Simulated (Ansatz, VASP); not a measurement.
## BP: VASP beside Ansatz

```
CELL_PARAMETERS angstrom
0.00000 2.43918 2.26900
2.43918 0.00000 2.26900
2.43918 2.43918 0.00000
ATOMIC_POSITIONS crystal
B 0.00000 0.00000 0.00000
P 0.75000 0.75000 0.75000
```

Change from the starting cell: strain +0.0750 x Voigt [1, 1, 0, 0, 0, 0], atoms carried along.

Alike in both runs: task single point; functional PBE; k mesh 10 × 10 × 10; occupations gaussian, width 0.05 eV; no spin polarisation.

```csv
,VASP,Ansatz
version,VASP 6.6.1,Ansatz 0.2.0
potentials or method,"VASP PAW PBE potentials, release 64 (B, P), cutoff 520 eV","scalar-relativistic, plane waves, PAW"
valence electrons in the cell,8,8
```

Ansatz gave:

* gap on the k mesh at the Fermi level (eV): 0.45
* least direct gap on the mesh (eV): 2.57
* pressure (GPa): -17.1
* traceless stress, the component that is largest in VASP (GPa): 10.24

What did VASP give for the same quantities?

gap on the k mesh at the Fermi level (eV): 0.45; least direct gap on the mesh (eV): 2.57; pressure (GPa): -17.2; traceless stress, the component that is largest in VASP (GPa): 10.25.
